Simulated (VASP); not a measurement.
# GaSb (I-4m2) in VASP: further runs

Runs on GaSb. Level: r2SCAN. Tasks: single point.

Program: VASP 6.6.1. These are calculated values, not measurements. Logs are shortened: lines on timing, memory, paths and dates and some standing lists are left out, and cuts for length are marked.

**1. The cell of the first run**

It takes space group I-4m2 (No. 119, tetragonal). The conventional cell has a = 4.315 Å, b = 4.315 Å, c = 6.151 Å, α = 90.00°, β = 90.00°, γ = 90.00°. Ga (site symmetry -4m2) has 4 Sb at 2.65 Å within 3.5 Å. Within 3.5 Å of Sb (site symmetry -4m2) lie 4 Ga at 2.65 Å.

**2. Single point, r2SCAN (in-plane strain -0.005)**

Contents of POSCAR:

```
GaSb
1.0
    3.0509534268      3.0509534268      0.0000000000
   -3.0509534268      3.0509534268      0.0000000000
    0.0000000000      3.0509534268      3.0754837056
Ga Sb
1 1
Direct
    0.0000000000      0.0000000000      0.0000000000
    0.7500000000      0.2500000000      0.5000000000
```

Contents of INCAR.step1:

```
PREC = Accurate ; ENCUT = 520
ISMEAR = 0 ; SIGMA = 0.01
LREAL = False ; LASPH = True
NELM = 80 ; NBANDS = 16
GGA = PE ; ALGO = Normal
EDIFF = 1E-4 ; LWAVE = True
LCHARG = False
```

Contents of INCAR.step2:

```
PREC = Accurate ; ENCUT = 520
EDIFF = 1E-6 ; ISMEAR = 0
SIGMA = 0.01 ; LREAL = False
LASPH = True ; NELM = 80
ALGO = Normal ; ISIF = 2
LWAVE = False ; LCHARG = False
METAGGA = R2SCAN ; LMIXTAU = True
NBANDS = 16 ; ISTART = 1
```

Contents of KPOINTS:

```
regular mesh
0
Gamma
  6 6 6
```

Potentials or basis: VASP PAW PBE potentials, release 64 (Ga_d, Sb).

On the command line:

```
cat potpaw_PBE.64/Ga_d/POTCAR potpaw_PBE.64/Sb/POTCAR > POTCAR
cp INCAR.step1 INCAR
mpirun -np 1 vasp_std > vasp.out
cp INCAR.step2 INCAR
mpirun -np 1 vasp_std > vasp.out
```

OUTCAR:

```text
PREC = Accurate
   ENCUT = 520
   EDIFF = 1E-6
   ISMEAR = 0
   LREAL = False
   LASPH = True
   NELM = 80
   ISIF = 2
   METAGGA = R2SCAN
   ISTART = 1

 ion  position               nearest neighbor table
   1  0.000  0.000  0.000-   2 2.65   2 2.65   2 2.65   2 2.65
   2  0.750  0.250  0.500-   1 2.65   1 2.65   1 2.65   1 2.65

  LATTYP: Found a body centered tetragonal cell.
 ALAT       =     4.3146997143
 C/A-ratio  =     1.4255841237

  Lattice vectors:

 A1 = (   3.0509534268,   0.0000000000,  -3.0754837056)
 A2 = (  -3.0509534268,   0.0000000000,  -3.0754837056)
 A3 = (   0.0000000000,   3.0509534268,   3.0754837056)

Analysis of symmetry for initial positions (statically):
=====================================================================
 Subroutine PRICEL returns:
 Original cell was already a primitive cell.

 Routine SETGRP: Setting up the symmetry group for a
 body centered tetragonal supercell.

 Subroutine GETGRP returns: Found  8 space group operations
 (whereof  8 operations were pure point group operations)
 out of a pool of 16 trial point group operations.

The static configuration has the point symmetry D_2d.

Analysis of symmetry for dynamics (positions and initial velocities):
=====================================================================
 Subroutine PRICEL returns:
 Original cell was already a primitive cell.

 Routine SETGRP: Setting up the symmetry group for a
 body centered tetragonal supercell.

 Subroutine GETGRP returns: Found  8 space group operations
 (whereof  8 operations were pure point group operations)
 out of a pool of 16 trial point group operations.

The dynamic configuration has the point symmetry D_2d.

 Subroutine INISYM returns: Found  8 space group operations
 (whereof  8 operations are pure point group operations),
 and found     1 'primitive' translations

----------------------------------------------------------------------------------------

                                     Primitive cell

  volume of cell :      57.2552

  direct lattice vectors                    reciprocal lattice vectors
     3.050953427  3.050953427  0.000000000     0.163883197  0.163883197 -0.162576052
    -3.050953427  3.050953427  0.000000000    -0.163883197  0.163883197 -0.162576052
     0.000000000  3.050953427  3.075483706     0.000000000  0.000000000  0.325152105

  length of vectors
     4.314699714  4.314699714  4.332079966     0.283101355  0.283101355  0.325152105

  position of ions in fractional coordinates (direct lattice)
     0.000000000  0.000000000  0.000000000
     0.750000000  0.250000000  0.500000000

  ion indices of the primitive-cell ions
   primitive index   ion index
                 1           1
                 2           2

----------------------------------------------------------------------------------------

 KPOINTS: regular mesh

Automatic generation of k-mesh.
 Grid dimensions read from file:
 generate k-points for:    6    6    6

 Generating k-lattice:

  Cartesian coordinates                     Fractional coordinates (reciprocal lattice)
     0.027313866  0.027313866 -0.027096009     0.166666667  0.000000000 -0.000000000
    -0.027313866  0.027313866 -0.027096009     0.000000000  0.166666667 -0.000000000
     0.000000000  0.000000000  0.054192017     0.000000000  0.000000000  0.166666667

  Length of vectors
     0.047183559  0.047183559  0.054192017

  Shift w.r.t. Gamma in fractional coordinates (k-lattice)
     0.000000000  0.000000000  0.000000000

 Subroutine IBZKPT returns following result:
 ===========================================

 Found     30 irreducible k-points:

 Following reciprocal coordinates:
            Coordinates               Weight
  0.000000  0.000000  0.000000      1.000000
  0.166667  0.000000  0.000000      8.000000
  0.333333  0.000000  0.000000      8.000000
  0.500000  0.000000  0.000000      4.000000
  0.166667  0.166667  0.000000      8.000000
  0.333333  0.166667  0.000000     16.000000
[... 16 lines left out ...]
 -0.333333 -0.333333  0.166667      4.000000
 -0.166667 -0.333333  0.166667     16.000000
 [... further k-points ...]
   k-points           NKPTS =     30   k-points in BZ     NKDIM =     30   number of bands    NBANDS=     16
   number of dos      NEDOS =    301   number of ions     NIONS =      2
   total plane-waves  NPLWV =  32768
   dimension x,y,z NGX =    32 NGY =   32 NGZ =   32
   dimension x,y,z NGXF=    64 NGYF=   64 NGZF=   64
   ions per type =               1   1
   NGX,Y,Z   is equivalent  to a cutoff of  12.33, 12.33, 12.28 a.u.
   NGXF,Y,Z  is equivalent  to a cutoff of  24.66, 24.66, 24.56 a.u.
 SYSTEM =  unknown system
   PREC   = accura    normal or accurate (medium, high low for compatibility)
   ISTART =      1    job   : 0-new  1-cont  2-samecut
   ICHARG =      0    charge: 1-file 2-atom 10-const
   ISPIN  =      1    spin polarized calculation?
   LNONCOLLINEAR =      F non collinear calculations
   LSORBIT =      F    spin-orbit coupling
   LASPH  =      T    aspherical Exc in radial PAW
   ENCUT  =  520.0 eV  38.22 Ry    6.18 a.u.   8.02  8.02  8.05*2*pi/ulx,y,z
   NELM   =     80;   NELMIN=  2; NELMDL=  0     # of ELM steps
   EDIFF  = 0.1E-05   stopping-criterion for ELM
   LREAL  =      F    real-space projection
   EDIFFG = 0.1E-04   stopping-criterion for IOM
   NSW    =      0    number of steps for IOM
   IBRION =     -1    ionic relax: 0-MD 1-quasi-New 2-CG
   NFREE  =      0    steps in history (QN), initial steepest desc. (CG)
   ISIF   =      2    stress and relaxation
   ISYM   =      2    0-nonsym 1-usesym 2-fastsym
   POTIM  = 0.5000    time-step for ionic-motion
   TEBEG  =    0.0;   TEEND  =   0.0 temperature during run
   PSTRESS=    0.0 pullay stress
   NELECT =      18.0000    total number of electrons
   NUPDOWN=      -1.0000    fix difference up-down
   EMIN   =  10.00;   EMAX   =-10.00  energy-range for DOS
   EFERMI =   0.00;   METHOD = LEGACY
   ISMEAR =     0;   SIGMA  =   0.01  broadening in eV -4-tet -1-fermi 0-gaus
   EFERMI_NEDOS =   21; number of points for ismear=-14 and -15
   IALGO  =     38    algorithm
   IMIX   =      4    mixing-type and parameters
     AMIX     =   0.40;   BMIX     =  1.00
     AMIX_MAG =   1.60;   BMIX_MAG =  1.00
  volume/ion in A,a.u.               =      28.63       193.19
  Fermi-wavevector in a.u.,A,eV,Ry     =   1.113168  2.103583 16.859571  1.239144
  Thomas-Fermi vector in A             =   2.249750
   LORBIT       =      0    0 simple, 1 ext, 2 COOP (PROOUT), +10 PAW based schemes
   METAGGA = R2SCAN    functional components
   LHFCALC =     F    Hartree Fock is set to
   AEXX    =    0.0000 exact exchange contribution
   IVDW    =     0    specifies the selected vdW correction
   LEPSILON=     F    determine dielectric tensor
   LRPA    =     F    only Hartree local field effects (RPA)
 non-spin polarized calculation
 Gauss-broadening in eV      SIGMA  =   0.01
  energy-cutoff  :      520.00
  volume of cell :       57.26
 maximum number of plane-waves:      1564
   NGX = 17   NGY = 17   NGZ = 17

 number of electron      17.9999986 magnetization

 Free energy of the ion-electron system (eV)
  ---------------------------------------------------
  ext. energy  EPLUGINS =         0.00000000
  ---------------------------------------------------
  free energy    TOTEN  =       -37.57802263 eV

  energy without entropy =      -37.57802263  energy(sigma->0) =      -37.57802263

 E-fermi :   4.7517     XC(G=0):  -9.7176

 val. band max:        4.7064386426   @ k =   0.0000   0.0000   0.0000
 cond. band min:       5.1375471630   @ k =   0.0000   0.0000   0.0000
 fundamental gap:      0.4311085204
 Fermi energy:         4.7517496775

 k-point     1 :       0.0000    0.0000    0.0000
  band No.  band energies     occupation
      1     -10.8169      2.00000
      2     -10.8158      2.00000
      3     -10.8158      2.00000
      4     -10.7598      2.00000
      5     -10.7588      2.00000
      6      -7.2402      2.00000
[... 8 lines left out ...]
     15      13.6366      0.00000
     16      13.7734      0.00000

 k-point     2 :       0.1667    0.0000    0.0000
  band No.  band energies     occupation
      1     -10.8239      2.00000
      2     -10.8132      2.00000
      3     -10.8125      2.00000
      4     -10.7602      2.00000
      5     -10.7591      2.00000
      6      -6.9425      2.00000
[... 8 lines left out ...]
     15      12.6944      0.00000
     16      12.7694      0.00000

 k-point     3 :       0.3333    0.0000    0.0000
  band No.  band energies     occupation
      1     -10.8387      2.00000
      2     -10.8072      2.00000
      3     -10.8066      2.00000
      4     -10.7602      2.00000
      5     -10.7589      2.00000
      6      -6.1473      2.00000
[... 8 lines left out ...]
     15      13.2625      0.00000
     16      13.2776      0.00000

 k-point     4 :       0.5000    0.0000    0.0000
  band No.  band energies     occupation
      1     -10.8460      2.00000
      2     -10.8047      2.00000
      3     -10.8040      2.00000
      4     -10.7598      2.00000
      5     -10.7584      2.00000
      6      -5.5185      2.00000
[... 8 lines left out ...]
     15      15.1546      0.00000
     16      15.2250      0.00000
[... 324 lines left out ...]
 k-point    22 :      -0.1667    0.5000    0.1667
  band No.  band energies     occupation
      1     -10.8512      2.00000
      2     -10.8002      2.00000
      3     -10.7972      2.00000
      4     -10.7654      2.00000
      5     -10.7574      2.00000
      6      -5.4595      2.00000
[... 8 lines left out ...]
     15      14.3308      0.00000
     16      16.3322      0.00000

 k-point    23 :      -0.3333   -0.3333    0.1667
  band No.  band energies     occupation
      1     -10.8595      2.00000
      2     -10.7954      2.00000
      3     -10.7908      2.00000
      4     -10.7681      2.00000
      5     -10.7570      2.00000
      6      -4.5898      2.00000
[... 8 lines left out ...]
     15      15.2095      0.00000
     16      16.6213      0.00000

 k-point    24 :      -0.1667   -0.3333    0.1667
  band No.  band energies     occupation
      1     -10.8546      2.00000
      2     -10.7992      2.00000
      3     -10.7943      2.00000
      4     -10.7640      2.00000
      5     -10.7592      2.00000
      6      -4.9004      2.00000
[... 8 lines left out ...]
     15      15.7201      0.00000
     16      15.9452      0.00000

 [... further k-points ...]
[... 5 lines left out ...]
  --------------------------------------------------------------------------------------
  -------------------------------------------------------------------------------------
  Total        0.2066264      0.2066264      0.0644698      0.0000000      0.0000000      0.0000000
  in kB        5.7820482      5.7820482      1.8040643      0.0000000      0.0000000      0.0000000
  external PRESSURE =       4.4560535 kB  Pullay stress =       0.0000000 kB

 VOLUME and BASIS-vectors are now :
 -----------------------------------------------------------------------------
  energy-cutoff  :      520.00
  volume of cell :       57.26
      direct lattice vectors                 reciprocal lattice vectors
     3.050953427  3.050953427  0.000000000     0.163883197  0.163883197 -0.162576052
    -3.050953427  3.050953427  0.000000000    -0.163883197  0.163883197 -0.162576052
     0.000000000  3.050953427  3.075483706     0.000000000  0.000000000  0.325152105

 POSITION                                       TOTAL-FORCE (eV/Angst)
 -----------------------------------------------------------------------------------
      0.00000      0.00000      0.00000        -0.000000      0.000000      0.000000
      1.52548      4.57643      1.53774         0.000000     -0.000000      0.000000
 -----------------------------------------------------------------------------------
    total drift:                               -0.000020     -0.000000      0.000000

  FREE ENERGIE OF THE ION-ELECTRON SYSTEM (eV)
  ---------------------------------------------------
  free  energy   TOTEN  =       -37.5780226304 eV

  energy  without entropy=      -37.5780226304  energy(sigma->0) =      -37.57802263
```

Wall time 35 s (1 thread of Intel Xeon Platinum 8559C (Emerald Rapids), shared host); peak memory 0.19 GiB.

What came out:

* Free energy: -37.5780 eV
* Pressure: 0.4 GPa
* Band gap on the k mesh: 0.43 eV, direct

Stress tensor (GPa, compression positive):
```
0.58 0.00 0.00
0.00 0.58 0.00
0.00 0.00 0.18
```

Levels at points of the mesh, in eV from the valence-band top:
| k point | band 5 | band 6 | band 7 | band 8 | band 9 | band 10 | band 11 | band 12 | band 13 | band 14 |
| --- | --- | --- | --- | --- | --- | --- | --- | --- | --- | --- |
| (0.00, 0.00, 0.00) | -15.47 | -11.95 | -0.05 | 0.00 | 0.00 | 0.43 | 2.95 | 2.95 | 2.98 | 6.33 |
| (0.50, 0.00, 0.00) | -15.46 | -10.22 | -6.60 | -1.26 | -1.20 | 0.66 | 3.97 | 4.02 | 6.90 | 9.95 |
| (0.50, 0.50, 0.00) | -15.46 | -9.32 | -7.05 | -2.73 | -2.73 | 1.08 | 1.44 | 9.24 | 9.24 | 10.77 |
| (0.00, 0.00, 0.50) | -15.46 | -9.36 | -7.09 | -2.68 | -2.68 | 1.14 | 1.50 | 9.24 | 9.24 | 10.75 |

Caveat: the cell differs from its parent crystal (in-plane strain -0.005); the PAW data sets were made with another functional, which shifts forces and pressure a little; spin-orbit coupling is left out, which moves the levels of the heavy elements. A k mesh can miss the band edges.

**3. Single point, r2SCAN (film at in-plane strain -0.005)**

Changes to POSCAR since step 2:

```diff
@@ -4,3 +4,3 @@
    -3.0509534268      3.0509534268      0.0000000000
-    0.0000000000      3.0509534268      3.0754837056
+    0.0000000000      3.0509534268      3.0788256471
 Ga Sb
```

Contents of INCAR.step1:

```
SYSTEM = GaSb
  PREC = Accurate
  ENCUT = 520
  ISMEAR = 0
  SIGMA = 0.01
  LREAL = .False.
  LASPH = .True.
  NELM = 60
  NBANDS = 16
  GGA = PE
  ALGO = Normal
  EDIFF = 1E-4
  LWAVE = .True.
  LCHARG = .False.
```

Contents of INCAR.step2:

```
SYSTEM = GaSb
  PREC = Accurate
  ENCUT = 520
  EDIFF = 1E-6
  ISMEAR = 0
  SIGMA = 0.01
  LREAL = .False.
  LASPH = .True.
  NELM = 60
  ALGO = Normal
  ISIF = 2
  LWAVE = .False.
  LCHARG = .False.
  METAGGA = R2SCAN
  LMIXTAU = .True.
  NBANDS = 16
  ISTART = 1
```

Contents of KPOINTS:

```
Automatic mesh
0
Gamma
  6 6 6
  0 0 0
```

Potentials or basis: VASP PAW PBE potentials, release 64 (Ga_d, Sb).

On the command line:

```
cat potpaw_PBE.64/Ga_d/POTCAR potpaw_PBE.64/Sb/POTCAR > POTCAR
cp INCAR.step1 INCAR
mpirun -np 1 vasp_std > vasp.out
cp INCAR.step2 INCAR
mpirun -np 1 vasp_std > vasp.out
```

Wall time 38 s (1 thread of Intel Xeon Platinum 8559C (Emerald Rapids), shared host); peak memory 0.2 GiB.

It converged, with:

* Free energy: -37.5781 eV
* Pressure: 0.4 GPa
* Band gap on the k mesh: 0.42 eV, direct

Stress tensor (GPa, compression positive):
```
0.54 0.00 0.00
0.00 0.54 0.00
0.00 0.00 0.08
```

Levels at points of the mesh, in eV from the valence-band top:
```tsv
k point	band 5	band 6	band 7	band 8	band 9	band 10	band 11	band 12	band 13	band 14
(0.00, 0.00, 0.00)	-15.47	-11.94	-0.06	0.00	0.00	0.42	2.95	2.95	2.98	6.33
(0.50, 0.00, 0.00)	-15.47	-10.22	-6.60	-1.27	-1.19	0.66	3.97	4.02	6.90	9.94
(0.50, 0.50, 0.00)	-15.46	-9.32	-7.05	-2.73	-2.73	1.07	1.44	9.23	9.23	10.76
(0.00, 0.00, 0.50)	-15.46	-9.36	-7.09	-2.67	-2.67	1.15	1.50	9.23	9.23	10.74
```

Caveat: the cell differs from its parent crystal (film at in-plane strain -0.005); the PAW data sets were made with another functional, which shifts forces and pressure a little; spin-orbit coupling is left out, which moves the levels of the heavy elements. A k mesh can miss the band edges.

(Part 1 of 2 ends here.)
